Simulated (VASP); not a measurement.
A run of VASP 6.6.1:

INCAR

```
  PREC = Accurate
  ENCUT = 500
  EDIFF = 1E-6
  ISMEAR = 0
  SIGMA = 0.1
  LREAL = F
  LASPH = T
  NELM = 120
  ALGO = Normal
  ISIF = 2
  LWAVE = F
  LCHARG = F
  GGA = PE
  NBANDS = 14
  GGA_COMPAT = F
```

The input KPOINTS:

```
Automatic mesh
0
Gamma
  4 4 4
```

File POSCAR:

```
HfB
1.0
    0.0000000000      2.3100000000      2.3100000000
    2.3100000000      0.0000000000      2.3100000000
    2.3100000000      2.3100000000      0.0000000000
Hf B
1 1
Direct
    1.4770000000      0.5150000000      0.6200000000
    0.9770000000      0.0150000000      0.1200000000
```

Potentials or basis: VASP PAW PBE potentials, release 64 (Hf_pv, B).

The run is started by

```console
$ cat potpaw_PBE.64/Hf_pv/POTCAR potpaw_PBE.64/B/POTCAR > POTCAR
$ mpirun -np 1 vasp_std > vasp.out
```

Hardware: 1 thread of AMD EPYC 9R45 96-Core Processor (Zen 5), on a shared host.

**Question.** Estimate the wall time of this run.

**Answer.** It took 3.3 s on 1 thread of AMD EPYC 9R45 96-Core Processor (Zen 5) (shared host), peak memory 0.11 GiB. Counts: scf iterations 13, k points 8.
